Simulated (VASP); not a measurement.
# Y (Fd-3m) in VASP: further runs

Runs on Y. Level: PBEsol. Tasks: single point.

Program: VASP 6.6.1. These are calculated values, not measurements. Logs are shortened: lines on timing, memory, paths and dates and some standing lists are left out, and cuts for length are marked.

### 1 The cell of the first run

The structure is cubic, space group Fd-3m (No. 227). Conventional cell: a = 5.692 Å, b = 5.692 Å, c = 5.692 Å, α = 90.00°, β = 90.00°, γ = 90.00°. Within 3.3 Å of Y (site symmetry -43m) lie 4 Y at 2.46 Å.

This isn't the form of Y at room conditions, which is hcp.

### 2 Single point, PBEsol (23.06 Å³/atom)

Input file INCAR:

```
SYSTEM = Y
PREC = Accurate
ENCUT = 520
EDIFF = 1E-6
ISMEAR = -1
SIGMA = 0.08
LREAL = .FALSE.
LASPH = .TRUE.
NELM = 100
ALGO = Normal
ISIF = 2
LWAVE = .FALSE.
LCHARG = .FALSE.
GGA = PS
NBANDS = 18
```

Input file KPOINTS:

```
Automatic mesh
0
G
  10 10 10
  0 0 0
```

Input file POSCAR:

```
Y
1.0
    0.0000000000      2.8462032203      2.8462032203
    2.8462032203      0.0000000000      2.8462032203
    2.8462032203      2.8462032203      0.0000000000
Y
2
Direct
   -0.1250000000     -0.1250000000     -0.1250000000
    0.1250000000      0.1250000000      0.1250000000
```

Potentials or basis: VASP PAW PBE potentials, release 64 (Y_sv).

Command:

```bash
$ cat potpaw_PBE.64/Y_sv/POTCAR > POTCAR
$ mpirun -np 1 vasp_std > vasp.out
```

OUTCAR:

```text
SYSTEM = Y
   PREC = Accurate
   ENCUT = 520
   EDIFF = 1E-6
   ISMEAR = -1
   LREAL = .FALSE.
   LASPH = .TRUE.
   NELM = 100
   ISIF = 2
   GGA = PS

 ion  position               nearest neighbor table
   1  0.875  0.875  0.875-   2 2.46   2 2.46   2 2.46   2 2.46
   2  0.125  0.125  0.125-   1 2.46   1 2.46   1 2.46   1 2.46

  LATTYP: Found a face centered cubic cell.
 ALAT       =     5.6924064406

  Lattice vectors:

 A1 = (   0.0000000000,   2.8462032203,   2.8462032203)
 A2 = (   2.8462032203,   0.0000000000,   2.8462032203)
 A3 = (   2.8462032203,   2.8462032203,   0.0000000000)

Analysis of symmetry for initial positions (statically):
=====================================================================
 Subroutine PRICEL returns:
 Original cell was already a primitive cell.

 Routine SETGRP: Setting up the symmetry group for a
 face centered cubic supercell.

 Subroutine GETGRP returns: Found 48 space group operations
 (whereof 12 operations were pure point group operations)
 out of a pool of 48 trial point group operations.

The static configuration has the point symmetry D_3d.
 The point group associated with its full space group is O_h .

Analysis of symmetry for dynamics (positions and initial velocities):
=====================================================================
 Subroutine PRICEL returns:
 Original cell was already a primitive cell.

 Routine SETGRP: Setting up the symmetry group for a
 face centered cubic supercell.

 Subroutine GETGRP returns: Found 48 space group operations
 (whereof 12 operations were pure point group operations)
 out of a pool of 48 trial point group operations.

The dynamic configuration has the point symmetry D_3d.
 The point group associated with its full space group is O_h .

 Subroutine INISYM returns: Found 48 space group operations
 (whereof 12 operations are pure point group operations),
 and found     1 'primitive' translations

----------------------------------------------------------------------------------------

                                     Primitive cell

  volume of cell :      46.1135

  direct lattice vectors                    reciprocal lattice vectors
     0.000000000  2.846203220  2.846203220    -0.175672628  0.175672628  0.175672628
     2.846203220  0.000000000  2.846203220     0.175672628 -0.175672628  0.175672628
     2.846203220  2.846203220  0.000000000     0.175672628  0.175672628 -0.175672628

  length of vectors
     4.025139195  4.025139195  4.025139195     0.304273917  0.304273917  0.304273917

  position of ions in fractional coordinates (direct lattice)
     0.875000000  0.875000000  0.875000000
     0.125000000  0.125000000  0.125000000

  ion indices of the primitive-cell ions
   primitive index   ion index
                 1           1
                 2           2

----------------------------------------------------------------------------------------

 KPOINTS: Automatic mesh

Automatic generation of k-mesh.
 Grid dimensions read from file:
 generate k-points for:   10   10   10

 Generating k-lattice:

  Cartesian coordinates                     Fractional coordinates (reciprocal lattice)
    -0.017567263  0.017567263  0.017567263     0.100000000  0.000000000  0.000000000
     0.017567263 -0.017567263  0.017567263     0.000000000  0.100000000  0.000000000
     0.017567263  0.017567263 -0.017567263     0.000000000  0.000000000  0.100000000

  Length of vectors
     0.030427392  0.030427392  0.030427392

  Shift w.r.t. Gamma in fractional coordinates (k-lattice)
     0.000000000  0.000000000  0.000000000

 Subroutine IBZKPT returns following result:
 ===========================================

 Found     47 irreducible k-points:

 Following reciprocal coordinates:
            Coordinates               Weight
  0.000000  0.000000  0.000000      1.000000
  0.100000  0.000000  0.000000      8.000000
  0.200000  0.000000  0.000000      8.000000
  0.300000  0.000000  0.000000      8.000000
  0.400000  0.000000  0.000000      8.000000
  0.500000  0.000000  0.000000      4.000000
[... 16 lines left out ...]
  0.300000  0.300000  0.000000      6.000000
  0.400000  0.300000  0.000000     24.000000
 [... further k-points ...]
   k-points           NKPTS =     47   k-points in BZ     NKDIM =     47   number of bands    NBANDS=     18
   number of dos      NEDOS =    301   number of ions     NIONS =      2
   total plane-waves  NPLWV =  27000
   dimension x,y,z NGX =    30 NGY =   30 NGZ =   30
   dimension x,y,z NGXF=    60 NGYF=   60 NGZF=   60
   ions per type =               2
   NGX,Y,Z   is equivalent  to a cutoff of  12.39, 12.39, 12.39 a.u.
   NGXF,Y,Z  is equivalent  to a cutoff of  24.78, 24.78, 24.78 a.u.
 SYSTEM =  Y
   PREC   = accura    normal or accurate (medium, high low for compatibility)
   ISTART =      0    job   : 0-new  1-cont  2-samecut
   ICHARG =      2    charge: 1-file 2-atom 10-const
   ISPIN  =      1    spin polarized calculation?
   LNONCOLLINEAR =      F non collinear calculations
   LSORBIT =      F    spin-orbit coupling
   LASPH  =      T    aspherical Exc in radial PAW
   ENCUT  =  520.0 eV  38.22 Ry    6.18 a.u.   7.48  7.48  7.48*2*pi/ulx,y,z
   NELM   =    100;   NELMIN=  2; NELMDL= -5     # of ELM steps
   EDIFF  = 0.1E-05   stopping-criterion for ELM
   LREAL  =      F    real-space projection
   EDIFFG = 0.1E-04   stopping-criterion for IOM
   NSW    =      0    number of steps for IOM
   IBRION =     -1    ionic relax: 0-MD 1-quasi-New 2-CG
   NFREE  =      0    steps in history (QN), initial steepest desc. (CG)
   ISIF   =      2    stress and relaxation
   ISYM   =      2    0-nonsym 1-usesym 2-fastsym
   POTIM  = 0.5000    time-step for ionic-motion
   TEBEG  =    0.0;   TEEND  =   0.0 temperature during run
   PSTRESS=    0.0 pullay stress
   NELECT =      22.0000    total number of electrons
   NUPDOWN=      -1.0000    fix difference up-down
   EMIN   =  10.00;   EMAX   =-10.00  energy-range for DOS
   EFERMI =   0.00;   METHOD = LEGACY
   ISMEAR =    -1;   SIGMA  =   0.08  broadening in eV -4-tet -1-fermi 0-gaus
   EFERMI_NEDOS =   21; number of points for ismear=-14 and -15
   IALGO  =     38    algorithm
   IMIX   =      4    mixing-type and parameters
     AMIX     =   0.40;   BMIX     =  1.00
     AMIX_MAG =   1.60;   BMIX_MAG =  1.00
  volume/ion in A,a.u.               =      23.06       155.59
  Fermi-wavevector in a.u.,A,eV,Ry     =   1.279204  2.417345 22.264070  1.636363
  Thomas-Fermi vector in A             =   2.411703
   LORBIT       =      0    0 simple, 1 ext, 2 COOP (PROOUT), +10 PAW based schemes
   GGA     = PS    functional components
   LHFCALC =     F    Hartree Fock is set to
   AEXX    =    0.0000 exact exchange contribution
   IVDW    =     0    specifies the selected vdW correction
   LEPSILON=     F    determine dielectric tensor
   LRPA    =     F    only Hartree local field effects (RPA)
 non-spin polarized calculation
  energy-cutoff  :      520.00
  volume of cell :       46.11
 maximum number of plane-waves:      1266
 NGX is ok and might be reduce to    30
   NGX = 15   NGY = 15   NGZ = 15

 number of electron      21.9999999 magnetization

 Free energy of the ion-electron system (eV)
  ---------------------------------------------------
  ext. energy  EPLUGINS =         0.00000000
  ---------------------------------------------------
  free energy    TOTEN  =        -8.73060093 eV

  energy without entropy =       -8.69630763  energy(sigma->0) =       -8.71345428

 E-fermi :   4.7790     XC(G=0): -10.8183

 val. band max:        4.7588275653   @ k =   0.4000   0.1000   0.0000
 cond. band min:       4.8247679171   @ k =  -0.4000   0.2000   0.1000
 fundamental gap:      0.0659403518
 Fermi energy:         4.7789908931

 k-point     1 :       0.0000    0.0000    0.0000
  band No.  band energies     occupation
      1     -38.9065      2.00000
      2     -36.8040      2.00000
      3     -19.3815      2.00000
      4     -19.3815      2.00000
      5     -19.3815      2.00000
      6     -16.9773      2.00000
[... 10 lines left out ...]
     17       8.6663      0.00000
     18      13.8049      0.00000

 k-point     2 :       0.1000    0.0000    0.0000
  band No.  band energies     occupation
      1     -38.8720      2.00000
      2     -36.8475      2.00000
      3     -19.4184      2.00000
      4     -19.4184      2.00000
      5     -19.3872      2.00000
      6     -16.9560      2.00000
[... 10 lines left out ...]
     17       8.5550      0.00000
     18      13.7065      0.00000

 k-point     3 :       0.2000    0.0000    0.0000
  band No.  band energies     occupation
      1     -38.7742      2.00000
      2     -36.9688      2.00000
      3     -19.5090      2.00000
      4     -19.5090      2.00000
      5     -19.4072      2.00000
      6     -16.8916      2.00000
[... 10 lines left out ...]
     17       8.4769      0.00000
     18      13.4391      0.00000

 k-point     4 :       0.3000    0.0000    0.0000
  band No.  band energies     occupation
      1     -38.6323      2.00000
      2     -37.1396      2.00000
      3     -19.6111      2.00000
      4     -19.6111      2.00000
      5     -19.4412      2.00000
      6     -16.7958      2.00000
[... 10 lines left out ...]
     17       9.0126      0.00000
     18      13.0353      0.00000

 k-point     5 :       0.4000    0.0000    0.0000
  band No.  band energies     occupation
      1     -38.4890      2.00000
      2     -37.3061      2.00000
      3     -19.6872      2.00000
      4     -19.6872      2.00000
      5     -19.4750      2.00000
      6     -16.7061      2.00000
[... 10 lines left out ...]
     17       9.9241      0.00000
     18      12.4980      0.00000

 k-point     6 :       0.5000    0.0000    0.0000
  band No.  band energies     occupation
      1     -38.4225      2.00000
      2     -37.3814      2.00000
      3     -19.7149      2.00000
      4     -19.7149      2.00000
      5     -19.4892      2.00000
      6     -16.6692      2.00000
[... 10 lines left out ...]
     17      10.4740      0.00000
     18      11.4314      0.00000

 k-point     7 :       0.1000    0.1000    0.0000
  band No.  band energies     occupation
      1     -38.8602      2.00000
      2     -36.8623      2.00000
      3     -19.4652      2.00000
      4     -19.4652      2.00000
      5     -19.3131      2.00000
      6     -17.0417      2.00000
[... 10 lines left out ...]
     17       8.5301      0.00000
     18      13.2584      0.00000

 k-point     8 :       0.2000    0.1000    0.0000
  band No.  band energies     occupation
      1     -38.7824      2.00000
      2     -36.9588      2.00000
      3     -19.5621      2.00000
      4     -19.5605      2.00000
      5     -19.2642      2.00000
      6     -17.0689      2.00000
[... 10 lines left out ...]
     17       8.4778      0.00000
     18      12.7280      0.00000
[... 229 lines left out ...]
     17       9.5431      0.00000
     18      11.6469      0.00000

 k-point    20 :      -0.4000    0.2000    0.0000
  band No.  band energies     occupation
      1     -38.3096      2.00000
      2     -37.5064      2.00000
      3     -20.0642      2.00000
      4     -19.8025      2.00000
      5     -18.9364      2.00000
      6     -17.2189      2.00000
[... 10 lines left out ...]
     17       9.3041      0.00000
     18      10.6563      0.00000

 k-point    21 :      -0.3000    0.2000    0.0000
  band No.  band energies     occupation
      1     -38.4233      2.00000
      2     -37.3803      2.00000
      3     -20.0179      2.00000
      4     -19.7168      2.00000
      5     -19.0254      2.00000
      6     -17.1456      2.00000
[... 10 lines left out ...]
     17       9.2354      0.00000
     18      10.2395      0.00000

 k-point    22 :      -0.2000    0.2000    0.0000
  band No.  band energies     occupation
      1     -38.5751      2.00000
      2     -37.2066      2.00000
      3     -19.8871      2.00000
      4     -19.6127      2.00000
      5     -19.1584      2.00000
      6     -17.0616      2.00000
[... 10 lines left out ...]
     17       8.2480      0.00000
     18      11.2619      0.00000

 k-point    23 :       0.3000    0.3000    0.0000
  band No.  band energies     occupation
      1     -38.5103      2.00000
      2     -37.2816      2.00000
      3     -19.8607      2.00000
      4     -19.8607      2.00000
      5     -18.8348      2.00000
      6     -17.4843      2.00000
[... 10 lines left out ...]
     17       9.0133      0.00000
     18      10.2961      0.00000

 k-point    24 :       0.4000    0.3000    0.0000
  band No.  band energies     occupation
      1     -38.3678      2.00000
      2     -37.4422      2.00000
      3     -19.9657      2.00000
      4     -19.9306      2.00000
      5     -18.6855      2.00000
      6     -17.5982      2.00000
[... 10 lines left out ...]
     17       9.3158      0.00000
     18      10.0265      0.00000

 [... further k-points ...]

------------------------ aborting loop because EDIFF is reached ----------------------------------------

  FORCE on cell =-STRESS in cart. coord.  units (eV):
  Direction    XX          YY          ZZ          XY          YZ          ZX
  --------------------------------------------------------------------------------------
  -------------------------------------------------------------------------------------
  Total        4.8398181      4.8398181      4.8398181     -0.0000000      0.0000000     -0.0000000
  in kB      168.1558208    168.1558208    168.1558208     -0.0000000      0.0000000     -0.0000000
  external PRESSURE =     168.1558208 kB  Pullay stress =       0.0000000 kB

 VOLUME and BASIS-vectors are now :
 -----------------------------------------------------------------------------
  energy-cutoff  :      520.00
  volume of cell :       46.11
      direct lattice vectors                 reciprocal lattice vectors
     0.000000000  2.846203220  2.846203220    -0.175672628  0.175672628  0.175672628
     2.846203220  0.000000000  2.846203220     0.175672628 -0.175672628  0.175672628
     2.846203220  2.846203220  0.000000000     0.175672628  0.175672628 -0.175672628

 POSITION                                       TOTAL-FORCE (eV/Angst)
 -----------------------------------------------------------------------------------
      4.98086      4.98086      4.98086        -0.000000     -0.000000     -0.000000
      0.71155      0.71155      0.71155         0.000000      0.000000      0.000000
 -----------------------------------------------------------------------------------
    total drift:                               -0.000000      0.000000      0.000000

  FREE ENERGIE OF THE ION-ELECTRON SYSTEM (eV)
  ---------------------------------------------------
  free  energy   TOTEN  =        -8.7306009271 eV

  energy  without entropy=       -8.6963076254  energy(sigma->0) =       -8.71345428
```

Run time: 40 s. Hardware: 1 thread of Intel Xeon Platinum 8259CL at 2.50GHz (Skylake/Cascade Lake), shared host; peak memory 0.2 GiB.

Results:

```
Free energy            : -8.7306 eV
Pressure               : 16.8 GPa
Band gap on the k mesh : zero (bands 11 and 12 overlap by 1.44 eV)
```

Caveat: the cell stands under pressure; the PAW data sets were made with another functional, which shifts forces and pressure a little.

[end of part 1 of 2]
